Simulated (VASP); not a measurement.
A run of VASP 6.6.1 is set up as follows.

File INCAR:

```
SYSTEM = B5Br3
PREC = Accurate
ENCUT = 600
EDIFF = 1E-6
ISMEAR = 0
SIGMA = 0.1
LREAL = .False.
LASPH = .True.
NELM = 100
ALGO = Normal
ISIF = 3
LWAVE = .False.
LCHARG = .False.
GGA = PE
IBRION = 2
NSW = 100
EDIFFG = -0.01
```

File KPOINTS:

```
regular mesh
0
Gamma
  8 8 8
  0 0 0
```

The input POSCAR:

```
B5Br3
1.0
    4.7352795853      0.0000000000      0.0000000000
    0.0000000000      4.7352795853      0.0000000000
    0.0000000000      0.0000000000      4.7352795853
B Br
5 3
Direct
    0.0000000000      0.5000000000      0.5000000000
    0.5000000000      0.0000000000      0.5000000000
    0.5000000000      0.5000000000      0.0000000000
    0.0000000000      0.0000000000      0.0000000000
    0.5000000000      0.5000000000      0.5000000000
    0.5000000000      0.0000000000      0.0000000000
    0.0000000000      0.5000000000      0.0000000000
    0.0000000000      0.0000000000      0.5000000000
```

Potentials or basis: VASP PAW PBE potentials, release 64 (B, Br).

Launch:

```console
$ cat potpaw_PBE.64/B/POTCAR potpaw_PBE.64/Br/POTCAR > POTCAR
$ mpirun -np 1 vasp_std > vasp.out
```

(1) Estimate the relaxed volume.

(2) What does it give for the band gap on the k mesh?

(3) What does it give for the relaxed cell?

Answers

(1) 13.43 Å³/atom.

(2) zero (bands 18 and 19 overlap by 1.79 eV).

(3) a = 4.754 Å, b = 4.754 Å, c = 4.754 Å, α = 90.00°, β = 90.00°, γ = 90.00°.
